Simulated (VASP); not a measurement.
# MgO (I4/mmm) in VASP: further runs, part 2 of 2

VASP 6.6.1. The steps go on from the part before.

**4. Single point, r2SCAN (strain +0.0750 x Voigt [1, 0, 0, 0, 0, 0])**

File POSCAR:

```
MgO
1.0
    0.0000000000      2.1351500000      2.1351500000
    2.2952862500      0.0000000000      2.1351500000
    2.2952862500      2.1351500000      0.0000000000
Mg O
1 1
Direct
    0.0000000000      0.0000000000      0.0000000000
    0.5000000000      0.5000000000      0.5000000000
```

File INCAR.step1:

```
PREC     = Accurate       # precision mode
ENCUT    = 520            # plane-wave cutoff, eV
ISMEAR   = 0              # smearing method
SIGMA    = 0.05           # smearing width, eV
LREAL    = False          # projectors in reciprocal space
LASPH    = True           # aspherical terms in the spheres
NELM     = 80             # most SCF steps
NBANDS   = 11             # bands
GGA      = PE             # functional
ALGO     = Normal         # electronic algorithm
EDIFF    = 1E-4           # SCF threshold, eV
LWAVE    = True           # write WAVECAR
LCHARG   = False          # write CHGCAR
```

File INCAR.step2:

```
PREC     = Accurate       # precision mode
ENCUT    = 520            # plane-wave cutoff, eV
EDIFF    = 1E-6           # SCF threshold, eV
ISMEAR   = 0              # smearing method
SIGMA    = 0.05           # smearing width, eV
LREAL    = False          # projectors in reciprocal space
LASPH    = True           # aspherical terms in the spheres
NELM     = 80             # most SCF steps
ALGO     = Normal         # electronic algorithm
ISIF     = 2              # what is computed and relaxed
LWAVE    = False          # write WAVECAR
LCHARG   = False          # write CHGCAR
METAGGA  = R2SCAN         # meta-GGA
LMIXTAU  = True         
NBANDS   = 11             # bands
ISTART   = 1
```

File KPOINTS:

```
Automatic mesh
0
Gamma
  10 10 10
```

Potentials or basis: VASP PAW PBE potentials, release 64 (Mg, O).

The run is started by

```sh
cat potpaw_PBE.64/Mg/POTCAR potpaw_PBE.64/O/POTCAR > POTCAR
cp INCAR.step1 INCAR
mpirun -np 1 vasp_std > vasp.out
cp INCAR.step2 INCAR
mpirun -np 1 vasp_std > vasp.out
```

OUTCAR:

```text
PREC = Accurate
   ENCUT = 520
   EDIFF = 1E-6
   ISMEAR = 0
   LREAL = False
   LASPH = True
   NELM = 80
   ISIF = 2
   METAGGA = R2SCAN
   ISTART = 1

 ion  position               nearest neighbor table
   1  0.000  0.000  0.000-   2 2.14   2 2.14   2 2.14   2 2.14   2 2.30   2 2.30
   2  0.500  0.500  0.500-   1 2.14   1 2.14   1 2.14   1 2.14   1 2.30   1 2.30

  LATTYP: Found a body centered tetragonal cell.
 ALAT       =     3.0195580877
 C/A-ratio  =     1.5202795796

  Lattice vectors:

 A1 = (   2.2952862500,   0.0000000000,   2.1351500000)
 A2 = (   2.2952862500,   0.0000000000,  -2.1351500000)
 A3 = (  -2.2952862500,   2.1351500000,   0.0000000000)

Analysis of symmetry for initial positions (statically):
=====================================================================
 Subroutine PRICEL returns:
 Original cell was already a primitive cell.

 Routine SETGRP: Setting up the symmetry group for a
 body centered tetragonal supercell.

 Subroutine GETGRP returns: Found 16 space group operations
 (whereof 16 operations were pure point group operations)
 out of a pool of 16 trial point group operations.

The static configuration has the point symmetry D_4h.

[... 164 lines left out ...]
 fundamental gap:      4.4218974170
 Fermi energy:         2.2826471293

 k-point     1 :       0.0000    0.0000    0.0000
  band No.  band energies     occupation
      1     -15.6851      2.00000
      2       1.9301      2.00000
      3       1.9301      2.00000
      4       2.0788      2.00000
      5       6.5007      0.00000
      6      17.7259      0.00000
      7      18.4459      0.00000
      8      18.4459      0.00000
      9      22.0430      0.00000
     10      22.5848      0.00000
     11      24.0461      0.00000
[... 309 lines left out ...]
 k-point    24 :       0.4000    0.3000   -0.0000
  band No.  band energies     occupation
      1     -14.6723      2.00000
      2      -1.2272      2.00000
      3       0.6653      2.00000
      4       1.0679      2.00000
      5      11.4124      0.00000
      6      12.5935      0.00000
      7      15.9060      0.00000
      8      19.3188      0.00000
      9      20.3505      0.00000
     10      26.3937      0.00000
     11      28.5663      0.00000

 [... further k-points ...]
[... 5 lines left out ...]
  --------------------------------------------------------------------------------------
  -------------------------------------------------------------------------------------
  Total       -2.5026536     -1.7583776     -1.7583776      0.0000000      0.0000000     -0.0000000
  in kB     -191.5965517   -134.6167499   -134.6167499      0.0000000      0.0000000     -0.0000000
  external PRESSURE =    -153.6100172 kB  Pullay stress =       0.0000000 kB

 VOLUME and BASIS-vectors are now :
 -----------------------------------------------------------------------------
  energy-cutoff  :      520.00
  volume of cell :       20.93
      direct lattice vectors                 reciprocal lattice vectors
     0.000000000  2.135150000  2.135150000    -0.217837753  0.234175585  0.234175585
     2.295286250  0.000000000  2.135150000     0.217837753 -0.234175585  0.234175585
     2.295286250  2.135150000  0.000000000     0.217837753  0.234175585 -0.234175585

 POSITION                                       TOTAL-FORCE (eV/Angst)
 -----------------------------------------------------------------------------------
      0.00000      0.00000      0.00000        -0.000000      0.000000     -0.000000
      2.29529      2.13515      2.13515         0.000000     -0.000000      0.000000
 -----------------------------------------------------------------------------------
    total drift:                               -0.000000     -0.000000      0.000000

  FREE ENERGIE OF THE ION-ELECTRON SYSTEM (eV)
  ---------------------------------------------------
  free  energy   TOTEN  =       -16.0032702038 eV

  energy  without entropy=      -16.0032702038  energy(sigma->0) =      -16.00327020
```

OUTCAR.step1:

```text
PREC = Accurate
   ENCUT = 520
   ISMEAR = 0
   LREAL = False
   LASPH = True
[... 558 lines left out ...]
      0.00000      0.00000      0.00000        -0.000000      0.000000     -0.000000
      2.29529      2.13515      2.13515         0.000000     -0.000000      0.000000
 -----------------------------------------------------------------------------------
    total drift:                               -0.000000     -0.000000      0.000000

  FREE ENERGIE OF THE ION-ELECTRON SYSTEM (eV)
  ---------------------------------------------------
  free  energy   TOTEN  =       -11.8262689331 eV

  energy  without entropy=      -11.8262689331  energy(sigma->0) =      -11.82626893
```

OSZICAR.step1:

```text
N       E                     dE             d eps       ncg     rms          rms(c)
DAV:   1     0.128104445281E+02    0.12810E+02   -0.44398E+03  2567   0.636E+02
DAV:   2    -0.128097778636E+02   -0.25620E+02   -0.24913E+02  2538   0.129E+02
DAV:   3    -0.134137268708E+02   -0.60395E+00   -0.60353E+00  2712   0.175E+01
DAV:   4    -0.134153556940E+02   -0.16288E-02   -0.16288E-02  2505   0.102E+00
DAV:   5    -0.134153613533E+02   -0.56594E-05   -0.56593E-05  2580   0.597E-02    0.722E+00
DAV:   6    -0.118562407964E+02    0.15591E+01   -0.99023E+00  2397   0.166E+01    0.246E+00
DAV:   7    -0.118345081482E+02    0.21733E-01   -0.95816E-02  2430   0.242E+00    0.138E+00
DAV:   8    -0.118269136848E+02    0.75945E-02   -0.38030E-02  2331   0.212E+00    0.292E-01
DAV:   9    -0.118263249951E+02    0.58869E-03   -0.85886E-04  2604   0.206E-01    0.159E-01
DAV:  10    -0.118262689331E+02    0.56062E-04   -0.60851E-04  2376   0.187E-01
   1 F= -.11826269E+02 E0= -.11826269E+02  d E =-.402620E-11
```

It took 60 s on 1 thread of Intel Xeon Platinum 8488C (Sapphire Rapids), shared host; peak memory 0.16 GiB.

What came out:

```
Free energy            : -16.0033 eV
Pressure               : -15.4 GPa
Band gap on the k mesh : 4.42 eV, direct
```

Stress tensor (GPa, compression positive):
```
-19.16   0.00   0.00
  0.00 -13.46   0.00
  0.00   0.00 -13.46
```

Levels at points of the mesh, in eV from the valence-band top:
| k point | band 2 | band 3 | band 4 | band 5 | band 6 | band 7 |
| --- | --- | --- | --- | --- | --- | --- |
| (0.00, 0.00, 0.00) | -0.15 | -0.15 | 0.00 | 4.42 | 15.65 | 16.37 |
| (0.50, 0.00, 0.00) | -4.22 | -0.72 | -0.59 | 7.95 | 12.36 | 15.53 |
| (0.50, 0.50, 0.00) | -3.68 | -1.63 | -1.16 | 9.57 | 9.77 | 13.29 |
| (0.00, 0.50, 0.50) | -3.85 | -1.14 | -1.14 | 9.84 | 10.25 | 12.34 |

Caveat: the cell differs from its parent crystal (strain +0.0750 x Voigt [1, 0, 0, 0, 0, 0]); the PAW data sets were made with another functional, which shifts forces and pressure a little.

**5. Overview**

| cell | gap on the mesh (eV) | pressure (GPa) |
| --- | --- | --- |
| a = 3.020, b = 2.963, c = 2.963 Å, angles 61.3, 59.4, 59.4°, 2 atoms | 5.53 | -2.0 |
| a = 3.020, b = 3.077, c = 3.077 Å, angles 58.8, 60.6, 60.6°, 2 atoms | 4.79 | -12.4 |
| a = 3.020, b = 3.135, c = 3.135 Å, angles 57.6, 61.2, 61.2°, 2 atoms | 4.42 | -15.4 |

Alike in all rows: task single point; level r2SCAN; potentials or basis VASP PAW PBE potentials, release 64 (Mg, O); no spin polarisation; k mesh 10 × 10 × 10; cutoff (eV) 520; smearing gaussian 0.05 eV.

Caveats: the PAW data sets were made with another functional, which shifts forces and pressure a little.

Absolute energies hang on the potentials; compare differences alone.
